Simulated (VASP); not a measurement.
Ba4Hf3ZrO12, 40 atoms in the cell. The typed cell holds 40 atoms: a = 8.327 Å, b = 8.327 Å, c = 8.327 Å, α = 90.00°, β = 90.00°, γ = 90.00°. 

```yaml
Program: VASP 6.6.1
Task: relaxation of volume and atoms at fixed shape
Functional: PBEsol
Potentials_or_basis: VASP PAW PBE potentials, release 64 (Ba_sv, Hf_pv, Zr_sv, O)
Cutoff: 700 eV
k_mesh: 1 × 1 × 1, shifted
Occupations: fermi-dirac, width 0.05 eV
Spin: no spin polarisation
Dipole_correction: no
Further_INCAR_settings: LREAL = Auto; ALGO = Normal; EDIFF = 1e-07; ISYM = -1; IBRION = 2; EDIFFG = -0.03; NSW = 100; ISIF = 8
```

Potentials or basis: VASP PAW PBE potentials, release 64 (Ba_sv, Hf_pv, Zr_sv, O).

Launch:

```console
$ cat potpaw_PBE.64/Ba_sv/POTCAR potpaw_PBE.64/Hf_pv/POTCAR potpaw_PBE.64/Zr_sv/POTCAR potpaw_PBE.64/O/POTCAR > POTCAR
$ mpirun -np 1 vasp_std > vasp.out
```

Hardware: 1 thread of AMD EPYC 9R14 (Zen 4) (shared host).

Problem. Estimate the wall time of this run.

Solution. Run time: 52 min on 1 thread of AMD EPYC 9R14 (Zen 4), on a shared host, peak memory 0.92 GiB. Counts: scf iterations 120, k points 1, ion steps 12.
